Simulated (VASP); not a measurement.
ZnO:

```xyz
4
Lattice="3.2709 0.0000 0.0000 -1.6355 2.8327 0.0000 0.0000 0.0000 5.1513" Properties=species:S:1:pos:R:3 pbc="T T T"
Zn    0.0000    1.8885   -0.0268
Zn    1.6355    0.9442    2.5488
O     0.0000    1.8885    1.9586
O     1.6355    0.9442    4.5342
```

This cell differs from its parent crystal: epitaxial xy strain +1.1%.

Base run:

| Item | Value |
| --- | --- |
| Program | VASP 6.6.1 |
| Functional | PBE |
| Potentials or basis | VASP PAW PBE potentials, release 64 (Zn, O) |
| Cutoff | 520 eV |
| k mesh | 12 × 12 × 6 |
| Occupations | fermi-dirac, width 0.02 eV |
| Spin | no spin polarisation |

Its results: band gap on the k mesh 0.80 eV, direct; pressure 5.5 GPa; largest force 0.015 eV/Å.

The run is repeated on the same cell with these changes: functional from PBE to r2SCAN; occupations from fermi-dirac, width 0.02 eV to gaussian, width 0.01 eV. What comes out?

Band gap on the k mesh 1.24 eV, direct; pressure -0.7 GPa; largest force 0.003 eV/Å.

Caveats: the PAW data sets were made with another functional, which shifts forces and pressure a little (some runs).

